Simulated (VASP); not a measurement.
# As (Fd-3m) in VASP: further runs, part 2 of 2

VASP 6.6.1. Earlier steps stand in the parts before.

**4. Single point, PBEsol (volume scaled by 1.12)**

INCAR reads:

```
SYSTEM = As
PREC = Accurate ; ENCUT = 520
EDIFF = 1E-6 ; ISMEAR = -1
SIGMA = 0.1 ; LREAL = .FALSE.
LASPH = .TRUE. ; NELM = 80
ALGO = Normal ; ISIF = 2
LWAVE = .FALSE. ; LCHARG = .TRUE.
GGA = PS ; LELF = .TRUE.
LVHAR = .TRUE. ; NBANDS = 12
```

KPOINTS reads:

```
Automatic mesh
0
G
  10 10 10
  0 0 0
```

POSCAR reads:

```
As
1.0
    0.0000000000      3.1227957537      3.1227957537
    3.1227957537      0.0000000000      3.1227957537
    3.1227957537      3.1227957537      0.0000000000
As
2
Direct
    0.1250000000      0.1250000000      0.1250000000
    0.8750000000      0.8750000000      0.8750000000
```

Potentials or basis: VASP PAW PBE potentials, release 64 (As).

Command:

```sh
$ cat potpaw_PBE.64/As/POTCAR > POTCAR
$ mpirun -np 1 vasp_std > vasp.out
```

OUTCAR:

```text
SYSTEM = As
   PREC = Accurate
   ENCUT = 520
   EDIFF = 1E-6
   ISMEAR = -1
   LREAL = .FALSE.
   LASPH = .TRUE.
   NELM = 80
   ISIF = 2
   GGA = PS

 ion  position               nearest neighbor table
   1  0.125  0.125  0.125-   2 2.70   2 2.70   2 2.70   2 2.70
   2  0.875  0.875  0.875-   1 2.70   1 2.70   1 2.70   1 2.70

  LATTYP: Found a face centered cubic cell.
 ALAT       =     6.2455915074

  Lattice vectors:

 A1 = (   0.0000000000,   3.1227957537,   3.1227957537)
 A2 = (   3.1227957537,   0.0000000000,   3.1227957537)
 A3 = (   3.1227957537,   3.1227957537,   0.0000000000)

Analysis of symmetry for initial positions (statically):
=====================================================================
 Subroutine PRICEL returns:
 Original cell was already a primitive cell.

 Routine SETGRP: Setting up the symmetry group for a
 face centered cubic supercell.

 Subroutine GETGRP returns: Found 48 space group operations
 (whereof 12 operations were pure point group operations)
 out of a pool of 48 trial point group operations.

The static configuration has the point symmetry D_3d.
 The point group associated with its full space group is O_h .

Analysis of symmetry for dynamics (positions and initial velocities):
=====================================================================
 Subroutine PRICEL returns:
 Original cell was already a primitive cell.

 Routine SETGRP: Setting up the symmetry group for a
 face centered cubic supercell.

 Subroutine GETGRP returns: Found 48 space group operations
 (whereof 12 operations were pure point group operations)
 out of a pool of 48 trial point group operations.

The dynamic configuration has the point symmetry D_3d.
 The point group associated with its full space group is O_h .

 Subroutine INISYM returns: Found 48 space group operations
 (whereof 12 operations are pure point group operations),
 and found     1 'primitive' translations

----------------------------------------------------------------------------------------

                                     Primitive cell

  volume of cell :      60.9061

  direct lattice vectors                    reciprocal lattice vectors
     0.000000000  3.122795754  3.122795754    -0.160112937  0.160112937  0.160112937
     3.122795754  0.000000000  3.122795754     0.160112937 -0.160112937  0.160112937
     3.122795754  3.122795754  0.000000000     0.160112937  0.160112937 -0.160112937

  length of vectors
     4.416300107  4.416300107  4.416300107     0.277323742  0.277323742  0.277323742

  position of ions in fractional coordinates (direct lattice)
     0.125000000  0.125000000  0.125000000
     0.875000000  0.875000000  0.875000000

  ion indices of the primitive-cell ions
   primitive index   ion index
                 1           1
                 2           2

----------------------------------------------------------------------------------------

 KPOINTS: Automatic mesh

Automatic generation of k-mesh.
 Grid dimensions read from file:
 generate k-points for:   10   10   10

 Generating k-lattice:

  Cartesian coordinates                     Fractional coordinates (reciprocal lattice)
[... 41 lines left out ...]
 [... further k-points ...]
   k-points           NKPTS =     47   k-points in BZ     NKDIM =     47   number of bands    NBANDS=     12
   number of dos      NEDOS =    301   number of ions     NIONS =      2
   total plane-waves  NPLWV =  46656
   dimension x,y,z NGX =    36 NGY =   36 NGZ =   36
   dimension x,y,z NGXF=    72 NGYF=   72 NGZF=   72
   ions per type =               2
   NGX,Y,Z   is equivalent  to a cutoff of  13.55, 13.55, 13.55 a.u.
   NGXF,Y,Z  is equivalent  to a cutoff of  27.10, 27.10, 27.10 a.u.
 SYSTEM =  As
   PREC   = accura    normal or accurate (medium, high low for compatibility)
   ISTART =      0    job   : 0-new  1-cont  2-samecut
   ICHARG =      2    charge: 1-file 2-atom 10-const
   ISPIN  =      1    spin polarized calculation?
   LNONCOLLINEAR =      F non collinear calculations
   LSORBIT =      F    spin-orbit coupling
   LASPH  =      T    aspherical Exc in radial PAW
   ENCUT  =  520.0 eV  38.22 Ry    6.18 a.u.   8.21  8.21  8.21*2*pi/ulx,y,z
   NELM   =     80;   NELMIN=  2; NELMDL= -5     # of ELM steps
   EDIFF  = 0.1E-05   stopping-criterion for ELM
   LREAL  =      F    real-space projection
   EDIFFG = 0.1E-04   stopping-criterion for IOM
   NSW    =      0    number of steps for IOM
   IBRION =     -1    ionic relax: 0-MD 1-quasi-New 2-CG
   NFREE  =      0    steps in history (QN), initial steepest desc. (CG)
   ISIF   =      2    stress and relaxation
   ISYM   =      2    0-nonsym 1-usesym 2-fastsym
   POTIM  = 0.5000    time-step for ionic-motion
   TEBEG  =    0.0;   TEEND  =   0.0 temperature during run
   PSTRESS=    0.0 pullay stress
   NELECT =      10.0000    total number of electrons
   NUPDOWN=      -1.0000    fix difference up-down
   EMIN   =  10.00;   EMAX   =-10.00  energy-range for DOS
   EFERMI =   0.00;   METHOD = LEGACY
   ISMEAR =    -1;   SIGMA  =   0.10  broadening in eV -4-tet -1-fermi 0-gaus
   EFERMI_NEDOS =   21; number of points for ismear=-14 and -15
   IALGO  =     38    algorithm
   IMIX   =      4    mixing-type and parameters
     AMIX     =   0.40;   BMIX     =  1.00
     AMIX_MAG =   1.60;   BMIX_MAG =  1.00
  volume/ion in A,a.u.               =      30.45       205.51
  Fermi-wavevector in a.u.,A,eV,Ry     =   0.896440  1.694026 10.933707  0.803605
  Thomas-Fermi vector in A             =   2.018899
   LORBIT       =      0    0 simple, 1 ext, 2 COOP (PROOUT), +10 PAW based schemes
   GGA     = PS    functional components
   LHFCALC =     F    Hartree Fock is set to
   AEXX    =    0.0000 exact exchange contribution
   IVDW    =     0    specifies the selected vdW correction
   LEPSILON=     F    determine dielectric tensor
   LRPA    =     F    only Hartree local field effects (RPA)
 non-spin polarized calculation
  energy-cutoff  :      520.00
  volume of cell :       60.91
 maximum number of plane-waves:      1676
 NGX is ok and might be reduce to    36
   NGX = 17   NGY = 17   NGZ = 17

 number of electron      10.0000000 magnetization

 number of electron       9.9999999 magnetization

 Free energy of the ion-electron system (eV)
  ---------------------------------------------------
  ext. energy  EPLUGINS =         0.00000000
  ---------------------------------------------------
  free energy    TOTEN  =        -9.36020036 eV

  energy without entropy =       -9.32243636  energy(sigma->0) =       -9.34131836

 E-fermi :   2.2032     XC(G=0):  -8.4851

 val. band max:        2.1748957861   @ k =   0.2000   0.2000   0.0000
 cond. band min:       2.2784717028   @ k =   0.3000   0.2000   0.0000
 fundamental gap:      0.1035759167
 Fermi energy:         2.2032146837

 k-point     1 :       0.0000    0.0000    0.0000
  band No.  band energies     occupation
      1     -10.9515      2.00000
      2      -4.0921      2.00000
      3       0.3321      2.00000
      4       0.3321      2.00000
      5       0.3321      2.00000
      6       2.9477      0.00117
      7       2.9477      0.00117
      8       2.9477      0.00117
      9       6.8944      0.00000
     10      10.1143      0.00000
     11      10.1143      0.00000
     12      11.7637      0.00000
[... 331 lines left out ...]
 k-point    24 :       0.4000    0.3000    0.0000
  band No.  band energies     occupation
      1      -9.6498      2.00000
      2      -7.0126      2.00000
      3      -1.4139      2.00000
      4      -1.2143      2.00000
      5       1.7791      1.97164
      6       2.1476      1.27112
      7       5.7603      0.00000
      8       5.8699      0.00000
      9       8.1086      0.00000
     10      10.3130      0.00000
     11      11.7963      0.00000
     12      13.3252      0.00000

 [... further k-points ...]

------------------------ aborting loop because EDIFF is reached ----------------------------------------

  FORCE on cell =-STRESS in cart. coord.  units (eV):
  Direction    XX          YY          ZZ          XY          YZ          ZX
  --------------------------------------------------------------------------------------
  -------------------------------------------------------------------------------------
  Total       -1.7681210     -1.7681210     -1.7681210      0.0000000      0.0000000      0.0000000
  in kB      -46.5116578    -46.5116578    -46.5116578      0.0000000      0.0000000      0.0000000
  external PRESSURE =     -46.5116578 kB  Pullay stress =       0.0000000 kB

 VOLUME and BASIS-vectors are now :
 -----------------------------------------------------------------------------
  energy-cutoff  :      520.00
  volume of cell :       60.91
      direct lattice vectors                 reciprocal lattice vectors
     0.000000000  3.122795754  3.122795754    -0.160112937  0.160112937  0.160112937
     3.122795754  0.000000000  3.122795754     0.160112937 -0.160112937  0.160112937
     3.122795754  3.122795754  0.000000000     0.160112937  0.160112937 -0.160112937

 POSITION                                       TOTAL-FORCE (eV/Angst)
 -----------------------------------------------------------------------------------
      0.78070      0.78070      0.78070        -0.000000      0.000000     -0.000000
      5.46489      5.46489      5.46489         0.000000     -0.000000      0.000000
 -----------------------------------------------------------------------------------
    total drift:                                0.000000      0.000000      0.000000

  FREE ENERGIE OF THE ION-ELECTRON SYSTEM (eV)
  ---------------------------------------------------
  free  energy   TOTEN  =        -9.3602003556 eV

  energy  without entropy=       -9.3224363598  energy(sigma->0) =       -9.34131836
```

Run time: 56 s. Hardware: 1 thread of AMD EPYC, shared host; peak memory 0.17 GiB.

What came out:

* Free energy: -9.3602 eV
* Pressure: -4.7 GPa
* Band gap on the k mesh: zero (band 5 reaches 2.94 eV, above the bottom of band 6 at 1.69 eV)

Caveat: the cell differs from its parent crystal (volume scaled by 1.12); the PAW data sets were made with another functional, which shifts forces and pressure a little.

**5. Single point, PBEsol**

This run uses another cell than the first one, of 27.19 Å³/atom, 0.962 times its volume.

INCAR reads:

```
PREC     = Accurate       # precision mode
ENCUT    = 520            # plane-wave cutoff, eV
EDIFF    = 1E-6           # SCF threshold, eV
ISMEAR   = -1             # smearing method
SIGMA    = 0.1            # smearing width, eV
LREAL    = False          # projectors in reciprocal space
LASPH    = True           # aspherical terms in the spheres
NELM     = 80             # most SCF steps
ALGO     = Normal         # electronic algorithm
ISIF     = 2              # what is computed and relaxed
LWAVE    = False          # write WAVECAR
LCHARG   = False          # write CHGCAR
GGA      = PS             # functional
NBANDS   = 12             # bands
```

KPOINTS reads:

```
Automatic mesh
0
Gamma
  15 15 15
```

POSCAR reads:

```
As
1.0
    0.0000000000      3.0070286961      3.0070286961
    3.0070286961      0.0000000000      3.0070286961
    3.0070286961      3.0070286961      0.0000000000
As
2
Direct
    0.1250000000      0.1250000000      0.1250000000
    0.8750000000      0.8750000000      0.8750000000
```

Command:

```sh
$ cat potpaw_PBE.64/As/POTCAR > POTCAR
$ mpirun -np 1 vasp_std > vasp.out
```

Wall time 74 s (1 thread of AMD EPYC, shared host); peak memory 0.18 GiB.

Results (log left out):

```
Free energy            : -9.4615 eV
Pressure               : 0.1 GPa
Band gap on the k mesh : zero (band 5 reaches 3.95 eV, above the bottom of band 6 at 2.56 eV)
```

Levels at points of the mesh, in eV from the Fermi level:
```csv
k point,band 3,band 4,band 5,band 6,band 7,band 8
"(0.00, 0.00, 0.00)",-2.19,-2.19,-2.19,0.59,0.59,0.59
```

Caveat: the PAW data sets were made with another functional, which shifts forces and pressure a little.

**6. Summary**

```csv
cell,k mesh,gap on the mesh (eV),pressure (GPa)
"a = 4.309 Å, angles 60.0°, 2 atoms",10 × 10 × 10,none,-1.8
"a = 4.363 Å, angles 60.0°, 2 atoms",10 × 10 × 10,none,-3.4
"a = 4.416 Å, angles 60.0°, 2 atoms",10 × 10 × 10,none,-4.7
"a = 4.253 Å, angles 60.0°, 2 atoms",15 × 15 × 15,none,0.1
```

Alike in all rows: task single point; level PBEsol; potentials or basis VASP PAW PBE potentials, release 64 (As); no spin polarisation; cutoff (eV) 520; smearing fermi-dirac 0.1 eV.

Caveats: the PAW data sets were made with another functional, which shifts forces and pressure a little.

Absolute energies hang on the potentials; compare differences alone.
